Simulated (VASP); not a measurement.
# BN (F-43m) in VASP: notebook, part 4 of 4

VASP 6.6.1. Earlier steps stand in the parts before.

### 6 G0W0 quasiparticle levels, PBE

Input file POSCAR:

```
BN
1.0
    0.0000000000      1.8080000000      1.8080000000
    1.8080000000      0.0000000000      1.8080000000
    1.8080000000      1.8080000000      0.0000000000
B N
1 1
Direct
    0.0000000000      0.0000000000      0.0000000000
    0.2500000000      0.2500000000      0.2500000000
```

Input file INCAR.step1:

```
PREC     = Accurate       # precision mode
ENCUT    = 500            # plane-wave cutoff, eV
EDIFF    = 1E-8           # SCF threshold, eV
ISMEAR   = 0              # smearing method
SIGMA    = 0.01           # smearing width, eV
LREAL    = F              # projectors in reciprocal space
LASPH    = T              # aspherical terms in the spheres
NELM     = 60             # most SCF steps
ALGO     = Normal         # electronic algorithm
LWAVE    = T              # write WAVECAR
LCHARG   = F              # write CHGCAR
GGA      = PE             # functional
```

Input file INCAR.step2:

```
PREC     = Accurate       # precision mode
ENCUT    = 500            # plane-wave cutoff, eV
EDIFF    = 1E-8           # SCF threshold, eV
ISMEAR   = 0              # smearing method
SIGMA    = 0.01           # smearing width, eV
LREAL    = F              # projectors in reciprocal space
LASPH    = T              # aspherical terms in the spheres
NELM     = 1              # most SCF steps
ALGO     = Exact          # electronic algorithm
LWAVE    = T              # write WAVECAR
LCHARG   = F              # write CHGCAR
GGA      = PE             # functional
NBANDS   = 231            # bands
LOPTICS  = T              # frequency-dependent dielectric function
ISTART   = 1
```

Input file INCAR.step3:

```
PREC     = Accurate       # precision mode
ENCUT    = 500            # plane-wave cutoff, eV
EDIFF    = 1E-8           # SCF threshold, eV
ISMEAR   = 0              # smearing method
SIGMA    = 0.01           # smearing width, eV
LREAL    = F              # projectors in reciprocal space
LASPH    = T              # aspherical terms in the spheres
ALGO     = EVGW0          # electronic algorithm
LWAVE    = F              # write WAVECAR
LCHARG   = F              # write CHGCAR
GGA      = PE             # functional
NELMGW   = 1            
NBANDS   = 231            # bands
ENCUTGW  = 200            # cutoff of the response function
NOMEGA   = 48             # frequency points
PRECFOCK = Fast         
ISTART   = 1            
NBANDSGW = 12
```

Input file KPOINTS:

```
Automatic mesh
0
Gamma
  2 2 2
```

Potentials or basis: VASP PAW PBE potentials, release 64 (B_GW, N_GW).

The run is started by

```console
> cat potpaw_PBE.64/B_GW/POTCAR potpaw_PBE.64/N_GW/POTCAR > POTCAR
> cp INCAR.step1 INCAR
> mpirun -np 1 vasp_std > vasp.out
> cp INCAR.step2 INCAR
> mpirun -np 1 vasp_std > vasp.out
> cp INCAR.step3 INCAR
> mpirun -np 1 vasp_std > vasp.out
```

OUTCAR:

```text
PREC = Accurate
   ENCUT = 500
   EDIFF = 1E-8
   ISMEAR = 0
   LREAL = F
   LASPH = T
   GGA = PE
   NELMGW = 1
   ENCUTGW = 200
   PRECFOCK = Fast
   ISTART = 1

 ion  position               nearest neighbor table
   1  0.000  0.000  0.000-   2 1.57   2 1.57   2 1.57   2 1.57
   2  0.250  0.250  0.250-   1 1.57   1 1.57   1 1.57   1 1.57

  LATTYP: Found a face centered cubic cell.
 ALAT       =     3.6160000000

  Lattice vectors:

 A1 = (   0.0000000000,   1.8080000000,   1.8080000000)
 A2 = (   1.8080000000,   0.0000000000,   1.8080000000)
 A3 = (   1.8080000000,   1.8080000000,   0.0000000000)

Analysis of symmetry for initial positions (statically):
=====================================================================
 Subroutine PRICEL returns:
 Original cell was already a primitive cell.

 Routine SETGRP: Setting up the symmetry group for a
 face centered cubic supercell.

 Subroutine GETGRP returns: Found 24 space group operations
 (whereof 24 operations were pure point group operations)
 out of a pool of 48 trial point group operations.

The static configuration has the point symmetry T_d .

Analysis of symmetry for dynamics (positions and initial velocities):
=====================================================================
 Subroutine PRICEL returns:
 Original cell was already a primitive cell.

 Routine SETGRP: Setting up the symmetry group for a
 face centered cubic supercell.

 Subroutine GETGRP returns: Found 24 space group operations
 (whereof 24 operations were pure point group operations)
 out of a pool of 48 trial point group operations.

The dynamic configuration has the point symmetry T_d .

 Subroutine INISYM returns: Found 24 space group operations
 (whereof 24 operations are pure point group operations),
 and found     1 'primitive' translations

----------------------------------------------------------------------------------------

                                     Primitive cell

  volume of cell :      11.8202

  direct lattice vectors                    reciprocal lattice vectors
     0.000000000  1.808000000  1.808000000    -0.276548673  0.276548673  0.276548673
     1.808000000  0.000000000  1.808000000     0.276548673 -0.276548673  0.276548673
     1.808000000  1.808000000  0.000000000     0.276548673  0.276548673 -0.276548673

  length of vectors
     2.556898121  2.556898121  2.556898121     0.478996352  0.478996352  0.478996352

  position of ions in fractional coordinates (direct lattice)
     0.000000000  0.000000000  0.000000000
     0.250000000  0.250000000  0.250000000

  ion indices of the primitive-cell ions
   primitive index   ion index
                 1           1
                 2           2

----------------------------------------------------------------------------------------

 KPOINTS: Automatic mesh

Automatic generation of k-mesh.
 Grid dimensions read from file:
 generate k-points for:    2    2    2

 Generating k-lattice:

  Cartesian coordinates                     Fractional coordinates (reciprocal lattice)
    -0.138274336  0.138274336  0.138274336     0.500000000  0.000000000  0.000000000
     0.138274336 -0.138274336  0.138274336     0.000000000  0.500000000  0.000000000
     0.138274336  0.138274336 -0.138274336     0.000000000  0.000000000  0.500000000

  Length of vectors
     0.239498176  0.239498176  0.239498176

  Shift w.r.t. Gamma in fractional coordinates (k-lattice)
     0.000000000  0.000000000  0.000000000

 Subroutine IBZKPT returns following result:
 ===========================================

 Found      3 irreducible k-points:

 Following reciprocal coordinates:
            Coordinates               Weight
  0.000000  0.000000  0.000000      1.000000
  0.500000  0.000000  0.000000      4.000000
  0.500000  0.500000  0.000000      3.000000
   k-points           NKPTS =      3   k-points in BZ     NKDIM =      8   number of bands    NBANDS=    231
   number of dos      NEDOS =    301   number of ions     NIONS =      2
   total plane-waves  NPLWV =   8000
   dimension x,y,z NGX =    20 NGY =   20 NGZ =   20
   dimension x,y,z NGXF=    40 NGYF=   40 NGZF=   40
   ions per type =               1   1
   NGX,Y,Z   is equivalent  to a cutoff of  13.00, 13.00, 13.00 a.u.
   NGXF,Y,Z  is equivalent  to a cutoff of  26.01, 26.01, 26.01 a.u.
 SYSTEM =  unknown system
   PREC   = accura    normal or accurate (medium, high low for compatibility)
   ISTART =      1    job   : 0-new  1-cont  2-samecut
   ICHARG =      0    charge: 1-file 2-atom 10-const
   ISPIN  =      1    spin polarized calculation?
   LNONCOLLINEAR =      F non collinear calculations
   LSORBIT =      F    spin-orbit coupling
   LASPH  =      T    aspherical Exc in radial PAW
   ENCUT  =  500.0 eV  36.75 Ry    6.06 a.u.   4.66  4.66  4.66*2*pi/ulx,y,z
   NELM   =     60;   NELMIN=  2; NELMDL=  0     # of ELM steps
   EDIFF  = 0.1E-07   stopping-criterion for ELM
   LREAL  =      F    real-space projection
   EDIFFG = 0.1E-06   stopping-criterion for IOM
   NSW    =      0    number of steps for IOM
   IBRION =     -1    ionic relax: 0-MD 1-quasi-New 2-CG
   NFREE  =      0    steps in history (QN), initial steepest desc. (CG)
   ISIF   =      0    stress and relaxation
   ISYM   =      3    0-nonsym 1-usesym 2-fastsym
   POTIM  = 0.5000    time-step for ionic-motion
   TEBEG  =    0.0;   TEEND  =   0.0 temperature during run
   PSTRESS=    0.0 pullay stress
   NELECT =       8.0000    total number of electrons
   NUPDOWN=      -1.0000    fix difference up-down
   EMIN   =  10.00;   EMAX   =-10.00  energy-range for DOS
   EFERMI =   0.00;   METHOD = LEGACY
   ISMEAR =     0;   SIGMA  =   0.01  broadening in eV -4-tet -1-fermi 0-gaus
   EFERMI_NEDOS =   21; number of points for ismear=-14 and -15
   IALGO  =     38    algorithm
   IMIX   =      4    mixing-type and parameters
     AMIX     =   0.40;   BMIX     =  1.00
     AMIX_MAG =   1.60;   BMIX_MAG =  1.00
  volume/ion in A,a.u.               =       5.91        39.88
  Fermi-wavevector in a.u.,A,eV,Ry     =   1.437352  2.716201 28.109366  2.065980
  Thomas-Fermi vector in A             =   2.556439
   LORBIT       =      0    0 simple, 1 ext, 2 COOP (PROOUT), +10 PAW based schemes
   GGA     = PE    functional components
   LHFCALC =     T    Hartree Fock is set to
   PRECFOCK=fast      Normal, Fast or Accurate (Low or Medium for compatibility)
   ENCUT4O =  -1.0   cutoff for four orbital integrals eV
   NKREDX  =     1    reduce k-point grid by
   NKREDY  =     1    reduce k-point grid by
   NKREDZ  =     1    reduce k-point grid by
   AEXX    =    1.0000 exact exchange contribution
   HFSCREEN=    0.0000 screening length (either q_TF or 0.3 A-1)
   HFSCREENC=   0.0000 screening length for correlation (either q_TF or 0.3 A-1)
   ENCUTFOCK=  -1.0 apply spherical cutoff to Coloumb kernel
   IVDW    =     0    specifies the selected vdW correction
   LEPSILON=     F    determine dielectric tensor
   LRPA    =     F    only Hartree local field effects (RPA)
   LRPAFORCE           =     F    calculate RPA forces
   ENCUTGW             = 200.0    cutoff for response function in eV
   ENCUTGWSOFT         = 160.0    soft cutoff for Coulomb kernel in GW response function in eV
   ENCUTLF             =  -1.0    cutoff for local field effects
   NELMGW              =     1    number of iterations in solving QP/BSE equation
   NELMHF              =     1    number of iterations in the inner HF iteration
   NKREDLFX            =     1    NKREDLFY  =   1   NKREDLFZ  =   1
 non-spin polarized calculation
 Gauss-broadening in eV      SIGMA  =   0.01
  energy-cutoff  :      500.00
  volume of cell :       11.82
 maximum number of plane-waves:       307
 NGX is ok and might be reduce to    20
  NGX = 12; NGY = 12; NGZ = 12
   NGX =  9   NGY =  9   NGZ =  9
 maximum number of plane-waves:        80

 QP shifts <psi_nk| G(iteration)W_0 |psi_nk>: iteration 1
 for sc-GW calculations column KS-energies equals QP-energies in previous step
 and V_xc(KS)=  KS-energies - (<T + V_ion + V_H > + <T+V_H+V_ion>^1  + <V_x>^1)

 k-point   1 :       0.0000    0.0000    0.0000
  band No.  KS-energies  QP-energies   sigma(KS)   V_xc(KS)     V^pw_x(r,r')   Z            occupation Imag(sigma)

      1     -12.4530     -14.7695     -18.3761     -15.3751     -26.1937       0.7719       2.0000       1.4896
      2       7.9939       7.0006     -19.5175     -18.2901     -23.3960       0.8093       2.0000       0.1236
      3       7.9939       7.0006     -19.5175     -18.2901     -23.3960       0.8093       2.0000       0.1236
      4       7.9939       7.0006     -19.5175     -18.2901     -23.3960       0.8093       2.0000       0.1236
      5      16.3872      17.2200     -12.7178     -13.7326      -6.1942       0.8206       0.0000      -0.1355
      6      16.3872      17.2200     -12.7178     -13.7326      -6.1942       0.8206       0.0000      -0.1355
      7      16.3872      17.2200     -12.7178     -13.7326      -6.1942       0.8206       0.0000      -0.1355
      8      18.2171      18.7914     -14.6262     -15.3279      -7.5638       0.8185       0.0000      -0.1904
      9      32.2760      32.2449     -11.2672     -11.2279      -3.0715       0.7908       0.0000      -0.7515
     10      35.3228      35.9560     -12.4607     -13.2367      -5.2186       0.8159       0.0000      -0.3549
     11      35.3228      35.9560     -12.4607     -13.2367      -5.2186       0.8159       0.0000      -0.3549
     12      35.9073      36.1414     -10.5381     -10.8174      -2.8153       0.8382       0.0000      -0.9090

 k-point   2 :       0.5000    0.0000    0.0000
  band No.  KS-energies  QP-energies   sigma(KS)   V_xc(KS)     V^pw_x(r,r')   Z            occupation Imag(sigma)
[... 17 lines left out ...]
      1      -6.7450      -8.6539     -19.5949     -17.2198     -26.5226       0.8037       2.0000       1.0940
      2      -1.1738      -2.8073     -17.2308     -15.1696     -22.1199       0.7925       2.0000       0.2253
      3       2.9158       1.6221     -17.8483     -16.2416     -22.1241       0.8053       2.0000       0.1433
      4       2.9158       1.6221     -17.8483     -16.2416     -22.1241       0.8053       2.0000       0.1433
      5      12.0869      12.2448     -12.1430     -12.3340      -6.1533       0.8265       0.0000      -0.1143
      6      16.7970      17.0746     -12.1997     -12.5332      -5.8846       0.8326       0.0000      -0.1168
      7      25.7554      27.0884     -14.7935     -16.4340      -6.6658       0.8125       0.0000      -0.5033
      8      25.7554      27.0884     -14.7935     -16.4340      -6.6658       0.8125       0.0000      -0.5033
      9      28.7756      29.8271     -15.1053     -16.4102      -7.0269       0.8058       0.0000      -0.4999
     10      34.8413      35.7619     -12.2812     -13.4560      -3.6553       0.7837       0.0000      -0.8177
     11      41.2329      41.9208     -11.8150     -12.6639      -4.1541       0.8103       0.0000      -0.6102
     12      41.2329      41.9208     -11.8150     -12.6639      -4.1541       0.8103       0.0000      -0.6102
```

It used 5.9 s of CPU time on 1 thread of Intel(R) Xeon(R) Platinum 8375C CPU @ 2.90GHz (Ice Lake) (shared host).

Results:

```
Band gap on the k mesh, mean-field level : 4.09 eV, indirect (least direct gap 8.39 eV)
Quasiparticle gap                        : 5.24 eV
Least direct quasiparticle gap           : 10.22 eV
```

Caveat: the k points lie up to 1.50 Å⁻¹ apart; bands, screening cutoff and mesh are small and nothing is extrapolated, so the quasiparticle values aren't converged.
